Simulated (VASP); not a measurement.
# LiCl (Fm-3m) in VASP: further runs

Runs on LiCl. Level: PBE. Tasks: single point, relaxation of cell and atoms.

All numbers are computed with VASP 6.6.1; they aren't measurements. Logs are shortened: lines on timing, memory, paths and dates and some standing lists are left out, and cuts for length are marked.

## (1) The cell of the first run

Symmetry: Fm-3m, No. 225, cubic system. Conventional cell: a = 5.148 Å, b = 5.148 Å, c = 5.148 Å, α = 90.00°, β = 90.00°, γ = 90.00°. Li (site symmetry m-3m) has 6 Cl at 2.57 Å within 3.4 Å. Within 3.4 Å of Cl (site symmetry m-3m) lie 6 Li at 2.57 Å.

## (2) Single point, PBE

INCAR

```
SYSTEM = LiCl
PREC     = Accurate       ! precision mode
ENCUT    = 520            ! plane-wave cutoff, eV
EDIFF    = 1E-6           ! SCF threshold, eV
ISMEAR   = 0              ! smearing method
SIGMA    = 0.02           ! smearing width, eV
LREAL    = .False.        ! projectors in reciprocal space
LASPH    = .True.         ! aspherical terms in the spheres
NELM     = 60             ! most SCF steps
ALGO     = Normal         ! electronic algorithm
ISIF     = 2              ! what is computed and relaxed
LWAVE    = .False.        ! write WAVECAR
LCHARG   = .True.         ! write CHGCAR
GGA      = PE             ! functional
LELF     = .True.         ! ELF
LVHAR    = .True.       
NBANDS   = 12             ! bands
```

KPOINTS

```
regular mesh
0
Gamma
  8 8 8
  0 0 0
```

POSCAR

```
LiCl
1.0
    0.0000000000      2.5741287790      2.5741287790
    2.5741287790      0.0000000000      2.5741287790
    2.5741287790      2.5741287790      0.0000000000
Li Cl
1 1
Direct
    0.0000000000      0.0000000000      0.0000000000
    0.5000000000      0.5000000000      0.5000000000
```

Potentials or basis: VASP PAW PBE potentials, release 64 (Li_sv, Cl).

The run is started by

```console
$ cat potpaw_PBE.64/Li_sv/POTCAR potpaw_PBE.64/Cl/POTCAR > POTCAR
$ mpirun -np 1 vasp_std > vasp.out
```

OUTCAR:

```text
SYSTEM = LiCl
   PREC = Accurate
   ENCUT = 520
   EDIFF = 1E-6
   ISMEAR = 0
   LREAL = .False.
   LASPH = .True.
   NELM = 60
   ISIF = 2
   GGA = PE

 ion  position               nearest neighbor table
   1  0.000  0.000  0.000-   2 2.57   2 2.57   2 2.57   2 2.57   2 2.57   2 2.57
   2  0.500  0.500  0.500-   1 2.57   1 2.57   1 2.57   1 2.57   1 2.57   1 2.57

  LATTYP: Found a face centered cubic cell.
 ALAT       =     5.1482575580

  Lattice vectors:

 A1 = (   0.0000000000,   2.5741287790,   2.5741287790)
 A2 = (   2.5741287790,   0.0000000000,   2.5741287790)
 A3 = (   2.5741287790,   2.5741287790,   0.0000000000)

Analysis of symmetry for initial positions (statically):
=====================================================================
 Subroutine PRICEL returns:
 Original cell was already a primitive cell.

 Routine SETGRP: Setting up the symmetry group for a
 face centered cubic supercell.

 Subroutine GETGRP returns: Found 48 space group operations
 (whereof 48 operations were pure point group operations)
 out of a pool of 48 trial point group operations.

The static configuration has the point symmetry O_h .

Analysis of symmetry for dynamics (positions and initial velocities):
=====================================================================
 Subroutine PRICEL returns:
 Original cell was already a primitive cell.

 Routine SETGRP: Setting up the symmetry group for a
 face centered cubic supercell.

 Subroutine GETGRP returns: Found 48 space group operations
 (whereof 48 operations were pure point group operations)
 out of a pool of 48 trial point group operations.

The dynamic configuration has the point symmetry O_h .

 Subroutine INISYM returns: Found 48 space group operations
 (whereof 48 operations are pure point group operations),
 and found     1 'primitive' translations

----------------------------------------------------------------------------------------

                                     Primitive cell

  volume of cell :      34.1131

  direct lattice vectors                    reciprocal lattice vectors
     0.000000000  2.574128779  2.574128779    -0.194240476  0.194240476  0.194240476
     2.574128779  0.000000000  2.574128779     0.194240476 -0.194240476  0.194240476
     2.574128779  2.574128779  0.000000000     0.194240476  0.194240476 -0.194240476

  length of vectors
     3.640367831  3.640367831  3.640367831     0.336434374  0.336434374  0.336434374

  position of ions in fractional coordinates (direct lattice)
     0.000000000  0.000000000  0.000000000
     0.500000000  0.500000000  0.500000000

  ion indices of the primitive-cell ions
   primitive index   ion index
                 1           1
                 2           2

----------------------------------------------------------------------------------------

 KPOINTS: regular mesh

Automatic generation of k-mesh.
 Grid dimensions read from file:
 generate k-points for:    8    8    8

 Generating k-lattice:

  Cartesian coordinates                     Fractional coordinates (reciprocal lattice)
    -0.024280060  0.024280060  0.024280060     0.125000000  0.000000000  0.000000000
     0.024280060 -0.024280060  0.024280060     0.000000000  0.125000000  0.000000000
     0.024280060  0.024280060 -0.024280060     0.000000000  0.000000000  0.125000000

  Length of vectors
     0.042054297  0.042054297  0.042054297

  Shift w.r.t. Gamma in fractional coordinates (k-lattice)
     0.000000000  0.000000000  0.000000000

 Subroutine IBZKPT returns following result:
 ===========================================

 Found     29 irreducible k-points:

 Following reciprocal coordinates:
            Coordinates               Weight
  0.000000  0.000000  0.000000      1.000000
  0.125000  0.000000  0.000000      8.000000
  0.250000  0.000000  0.000000      8.000000
  0.375000  0.000000  0.000000      8.000000
  0.500000  0.000000  0.000000      4.000000
  0.125000  0.125000  0.000000      6.000000
[... 16 lines left out ...]
  0.500000  0.250000  0.125000     48.000000
 -0.375000  0.250000  0.125000     24.000000
 [... further k-points ...]
   k-points           NKPTS =     29   k-points in BZ     NKDIM =     29   number of bands    NBANDS=     12
   number of dos      NEDOS =    301   number of ions     NIONS =      2
   total plane-waves  NPLWV =  21952
   dimension x,y,z NGX =    28 NGY =   28 NGZ =   28
   dimension x,y,z NGXF=    56 NGYF=   56 NGZF=   56
   ions per type =               1   1
   NGX,Y,Z   is equivalent  to a cutoff of  12.79, 12.79, 12.79 a.u.
   NGXF,Y,Z  is equivalent  to a cutoff of  25.57, 25.57, 25.57 a.u.
 SYSTEM =  LiCl
   PREC   = accura    normal or accurate (medium, high low for compatibility)
   ISTART =      0    job   : 0-new  1-cont  2-samecut
   ICHARG =      2    charge: 1-file 2-atom 10-const
   ISPIN  =      1    spin polarized calculation?
   LNONCOLLINEAR =      F non collinear calculations
   LSORBIT =      F    spin-orbit coupling
   LASPH  =      T    aspherical Exc in radial PAW
   ENCUT  =  520.0 eV  38.22 Ry    6.18 a.u.   6.77  6.77  6.77*2*pi/ulx,y,z
   NELM   =     60;   NELMIN=  2; NELMDL= -5     # of ELM steps
   EDIFF  = 0.1E-05   stopping-criterion for ELM
   LREAL  =      F    real-space projection
   EDIFFG = 0.1E-04   stopping-criterion for IOM
   NSW    =      0    number of steps for IOM
   IBRION =     -1    ionic relax: 0-MD 1-quasi-New 2-CG
   NFREE  =      0    steps in history (QN), initial steepest desc. (CG)
   ISIF   =      2    stress and relaxation
   ISYM   =      2    0-nonsym 1-usesym 2-fastsym
   POTIM  = 0.5000    time-step for ionic-motion
   TEBEG  =    0.0;   TEEND  =   0.0 temperature during run
   PSTRESS=    0.0 pullay stress
   NELECT =      10.0000    total number of electrons
   NUPDOWN=      -1.0000    fix difference up-down
   EMIN   =  10.00;   EMAX   =-10.00  energy-range for DOS
   EFERMI =   0.00;   METHOD = LEGACY
   ISMEAR =     0;   SIGMA  =   0.02  broadening in eV -4-tet -1-fermi 0-gaus
   EFERMI_NEDOS =   21; number of points for ismear=-14 and -15
   IALGO  =     38    algorithm
   IMIX   =      4    mixing-type and parameters
     AMIX     =   0.40;   BMIX     =  1.00
     AMIX_MAG =   1.60;   BMIX_MAG =  1.00
  volume/ion in A,a.u.               =      17.06       115.10
  Fermi-wavevector in a.u.,A,eV,Ry     =   1.087513  2.055102 16.091408  1.182685
  Thomas-Fermi vector in A             =   2.223674
   LORBIT       =      0    0 simple, 1 ext, 2 COOP (PROOUT), +10 PAW based schemes
   GGA     = PE    functional components
   LHFCALC =     F    Hartree Fock is set to
   AEXX    =    0.0000 exact exchange contribution
   IVDW    =     0    specifies the selected vdW correction
   LEPSILON=     F    determine dielectric tensor
   LRPA    =     F    only Hartree local field effects (RPA)
 non-spin polarized calculation
 Gauss-broadening in eV      SIGMA  =   0.02
  energy-cutoff  :      520.00
  volume of cell :       34.11
 maximum number of plane-waves:       941
   NGX = 13   NGY = 13   NGZ = 13

 number of electron      10.0000008 magnetization

 Free energy of the ion-electron system (eV)
  ---------------------------------------------------
  ext. energy  EPLUGINS =         0.00000000
  ---------------------------------------------------
  free energy    TOTEN  =        -7.38623470 eV

  energy without entropy =       -7.38623470  energy(sigma->0) =       -7.38623470

 E-fermi :   0.6108     XC(G=0):  -8.6838

 val. band max:        0.4979344539   @ k =   0.0000   0.0000   0.0000
 cond. band min:       6.7756222698   @ k =   0.0000   0.0000   0.0000
 fundamental gap:      6.2776878160
 Fermi energy:         0.6108283768

 k-point     1 :       0.0000    0.0000    0.0000
  band No.  band energies     occupation
      1     -43.0441      2.00000
      2     -12.8607      2.00000
      3       0.4979      2.00000
      4       0.4979      2.00000
      5       0.4979      2.00000
      6       6.7756      0.00000
      7      12.4271      0.00000
      8      12.4271      0.00000
      9      12.4271      0.00000
     10      14.9604      0.00000
     11      14.9605      0.00000
     12      14.9605      0.00000

 k-point     2 :       0.1250    0.0000    0.0000
  band No.  band energies     occupation
      1     -43.0437      2.00000
      2     -12.7869      2.00000
      3      -0.0197      2.00000
      4       0.4578      2.00000
      5       0.4578      2.00000
      6       7.2360      0.00000
      7      11.6375      0.00000
      8      12.3187      0.00000
      9      12.3188      0.00000
     10      13.5707      0.00000
     11      13.5708      0.00000
     12      15.4233      0.00000

 k-point     3 :       0.2500    0.0000    0.0000
  band No.  band energies     occupation
      1     -43.0428      2.00000
      2     -12.5992      2.00000
      3      -1.0565      2.00000
      4       0.3659      2.00000
      5       0.3659      2.00000
      6       7.6817      0.00000
      7      11.1766      0.00000
      8      11.1766      0.00000
      9      11.4346      0.00000
     10      14.4232      0.00000
     11      14.4232      0.00000
     12      15.9855      0.00000

 k-point     4 :       0.3750    0.0000    0.0000
  band No.  band energies     occupation
      1     -43.0419      2.00000
      2     -12.3957      2.00000
      3      -1.9333      2.00000
      4       0.2805      2.00000
      5       0.2805      2.00000
      6       7.4267      0.00000
      7      10.2967      0.00000
      8      10.2967      0.00000
      9      12.5818      0.00000
     10      16.1823      0.00000
     11      16.1823      0.00000
     12      16.6550      0.00000

 k-point     5 :       0.5000    0.0000    0.0000
  band No.  band energies     occupation
      1     -43.0415      2.00000
      2     -12.3061      2.00000
      3      -2.2693      2.00000
      4       0.2469      2.00000
      5       0.2469      2.00000
      6       7.2455      0.00000
      7       9.9928      0.00000
      8       9.9928      0.00000
      9      13.3635      0.00000
     10      17.3295      0.00000
     11      17.5882      0.00000
     12      17.5882      0.00000
[... 228 lines left out ...]
      1     -43.0408      2.00000
      2     -12.0688      2.00000
      3      -2.3446      2.00000
      4      -0.5824      2.00000
      5      -0.5824      2.00000
      6       8.3597      0.00000
      7       8.8067      0.00000
      8      12.8441      0.00000
      9      14.5317      0.00000
     10      14.5318      0.00000
     11      17.4748      0.00000
     12      19.0529      0.00000

 k-point    22 :       0.3750    0.2500    0.1250
  band No.  band energies     occupation
      1     -43.0421      2.00000
      2     -12.4458      2.00000
      3      -1.2611      2.00000
      4      -0.3461      2.00000
      5       0.1702      2.00000
      6       8.8880      0.00000
      7      10.1537      0.00000
      8      10.2889      0.00000
      9      12.1398      0.00000
     10      13.5785      0.00000
     11      16.9201      0.00000
     12      17.5137      0.00000

 k-point    23 :       0.5000    0.2500    0.1250
  band No.  band energies     occupation
      1     -43.0415      2.00000
      2     -12.2710      2.00000
      3      -1.7756      2.00000
      4      -0.6860      2.00000
      5       0.0180      2.00000
      6       8.8606      0.00000
      7       9.8620      0.00000
      8      10.8362      0.00000
      9      11.8267      0.00000
     10      14.8641      0.00000
     11      17.9263      0.00000
     12      18.3069      0.00000

 k-point    24 :      -0.3750    0.2500    0.1250
  band No.  band energies     occupation
      1     -43.0412      2.00000
      2     -12.1947      2.00000
      3      -2.0015      2.00000
      4      -0.7802      2.00000
      5      -0.0688      2.00000
      6       8.6884      0.00000
      7       9.8060      0.00000
      8      11.0208      0.00000
      9      12.1840      0.00000
     10      15.9797      0.00000
     11      16.5529      0.00000
     12      18.6130      0.00000

 [... further k-points ...]

------------------------ aborting loop because EDIFF is reached ----------------------------------------

  FORCE on cell =-STRESS in cart. coord.  units (eV):
  Direction    XX          YY          ZZ          XY          YZ          ZX
  --------------------------------------------------------------------------------------
  -------------------------------------------------------------------------------------
  Total       -0.0114385     -0.0114385     -0.0114385      0.0000000      0.0000000      0.0000000
  in kB       -0.5372281     -0.5372281     -0.5372281      0.0000000      0.0000000      0.0000000
  external PRESSURE =      -0.5372281 kB  Pullay stress =       0.0000000 kB

 VOLUME and BASIS-vectors are now :
 -----------------------------------------------------------------------------
  energy-cutoff  :      520.00
  volume of cell :       34.11
      direct lattice vectors                 reciprocal lattice vectors
     0.000000000  2.574128779  2.574128779    -0.194240476  0.194240476  0.194240476
     2.574128779  0.000000000  2.574128779     0.194240476 -0.194240476  0.194240476
     2.574128779  2.574128779  0.000000000     0.194240476  0.194240476 -0.194240476

 POSITION                                       TOTAL-FORCE (eV/Angst)
 -----------------------------------------------------------------------------------
      0.00000      0.00000      0.00000         0.000000      0.000000     -0.000000
      2.57413      2.57413      2.57413        -0.000000     -0.000000      0.000000
 -----------------------------------------------------------------------------------
    total drift:                                0.000000      0.000000      0.000000

  FREE ENERGIE OF THE ION-ELECTRON SYSTEM (eV)
  ---------------------------------------------------
  free  energy   TOTEN  =        -7.3862346974 eV

  energy  without entropy=       -7.3862346974  energy(sigma->0) =       -7.38623470
```

Wall time 19 s (1 thread of Intel Xeon Platinum 8375C at 2.90GHz (Ice Lake), shared host); peak memory 0.15 GiB.

What came out:

| Item | Value |
| --- | --- |
| Free energy | -7.3862 eV |
| Band gap on the k mesh | 6.28 eV |

Caveat: the cutoff is under 1.25 times the usual one of these potentials, so pressure, stress and relaxed cells hold a basis-set (Pulay) error.

## (3) Single point, PBE (17.57 Å³/atom)

This run uses another cell than the first one, of 17.57 Å³/atom.

INCAR

```
PREC = Accurate ; ENCUT = 520
EDIFF = 1E-6 ; ISMEAR = 0
SIGMA = 0.02 ; LREAL = False
LASPH = True ; NELM = 60
ALGO = Normal ; ISIF = 2
LWAVE = False ; LCHARG = True
GGA = PE ; LELF = True
LVHAR = True ; NBANDS = 12
```

KPOINTS

```
Automatic mesh
0
Gamma
  8 8 8
```

POSCAR

```
LiCl
1.0
    0.0000000000      2.5996168602      2.5996168602
    2.5996168602      0.0000000000      2.5996168602
    2.5996168602      2.5996168602      0.0000000000
Li Cl
1 1
Direct
    0.0000000000      0.0000000000      0.0000000000
    0.5000000000      0.5000000000      0.5000000000
```

Potentials or basis: VASP PAW PBE potentials, release 64 (Li_sv, Cl).

The run is started by

```console
$ cat potpaw_PBE.64/Li_sv/POTCAR potpaw_PBE.64/Cl/POTCAR > POTCAR
$ mpirun -np 1 vasp_std > vasp.out
```

Run time: 21 s. Hardware: 1 thread of Intel Xeon Platinum 8375C at 2.90GHz (Ice Lake), shared host; peak memory 0.15 GiB.

Results (log left out):

```
Free energy            : -7.3835 eV
Band gap on the k mesh : 6.11 eV
```

Levels at points of the mesh, in eV from the valence-band top:
| k point | band 3 | band 4 | band 5 | band 6 | band 7 | band 8 |
| --- | --- | --- | --- | --- | --- | --- |
| (0.00, 0.00, 0.00) | 0.00 | 0.00 | 0.00 | 6.11 | 11.90 | 11.90 |
| (0.50, 0.00, 0.00) | -2.65 | -0.24 | -0.24 | 6.72 | 9.48 | 9.48 |
| (0.50, 0.50, 0.00) | -2.71 | -1.03 | -1.03 | 7.79 | 8.35 | 12.10 |

Caveat: the cutoff is under 1.25 times the usual one of these potentials, so pressure, stress and relaxed cells hold a basis-set (Pulay) error. A k mesh can miss the band edges.

(Part 1 of 2 ends here.)
